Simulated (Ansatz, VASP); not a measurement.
**One calculation of SiC2, two programs**

```
CELL_PARAMETERS angstrom
2.67981 0.00000 0.00000
-1.33991 2.32078 0.00000
0.00000 0.00000 6.56417
ATOMIC_POSITIONS crystal
Si 0.00000 0.00000 0.50000
C 0.66667 0.33333 0.83333
C 0.33333 0.66667 0.16667
```

Alike in both runs: task single point; functional PBE; k mesh 6 × 6 × 4; occupations gaussian, width 0.1 eV; collinear spin.

```csv
,VASP,Ansatz
version,VASP 6.6.1,Ansatz 0.2.0
potentials or method,"VASP PAW PBE potentials, release 64 (Si, C), cutoff 520 eV","scalar-relativistic, plane waves, PAW"
valence electrons in the cell,12,12
```

|  | VASP | Ansatz | Ansatz less VASP |
| --- | --- | --- | --- |
| gap on the k mesh at the Fermi level (eV) | none | none | - |
| pressure (GPa) | -20.3 | -20.3 | -0.02 |
| traceless stress, the component that is largest in VASP (GPa) | -8.83 | -8.85 | -0.018 |
| rms of the force components (eV/Å) | 0.086 | 0.086 | +0.0004 |
| net moment per atom (μB) | 0.00 | 0.00 | 0.000 |

Atom by atom the forces differ by 0.000 eV/Å (rms over components). A gap of «none» marks a metal or a gap that the smearing closes. Ansatz's warnings: seeded moment not kept.

The k mesh is coarse, so the values compare programs but aren't converged.
